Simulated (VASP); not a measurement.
A run of VASP 6.6.1 is set up as follows.

File INCAR:

```
SYSTEM = AgI
PREC = Accurate ; ENCUT = 500
EDIFF = 1E-6 ; ISMEAR = 0
SIGMA = 0.01 ; LREAL = .FALSE.
LASPH = .TRUE. ; NELM = 120
ALGO = Normal ; ISIF = 2
LWAVE = .FALSE. ; LCHARG = .FALSE.
GGA = PS ; NBANDS = 16
GGA_COMPAT = .FALSE.
```

The input KPOINTS:

```
regular mesh
0
G
  5 5 5
  0 0 0
```

POSCAR

```
AgI
1.0
    0.0000000000      3.2472525707      3.2472525707
    3.2472525707      0.0000000000      3.2472525707
    3.2472525707      3.2472525707      0.0000000000
Ag I
1 1
Direct
    0.0000000000      0.0000000000      0.0000000000
    0.2500000000      0.2500000000      0.2500000000
```

Potentials or basis: VASP PAW PBE potentials, release 64 (Ag, I).

The run is started by

```console
$ cat potpaw_PBE.64/Ag/POTCAR potpaw_PBE.64/I/POTCAR > POTCAR
$ mpirun -np 1 vasp_std > vasp.out
```

Task: Estimate the pressure.

Result: -0.7 GPa.

Task: Estimate the band gap on the k mesh.

Result: 1.20 eV, direct.

Caveat: the PAW data sets were made with another functional, which shifts forces and pressure a little; spin-orbit coupling is left out, which moves the levels of the heavy elements. As with any semilocal functional, this PBEsol gap is likely too small.
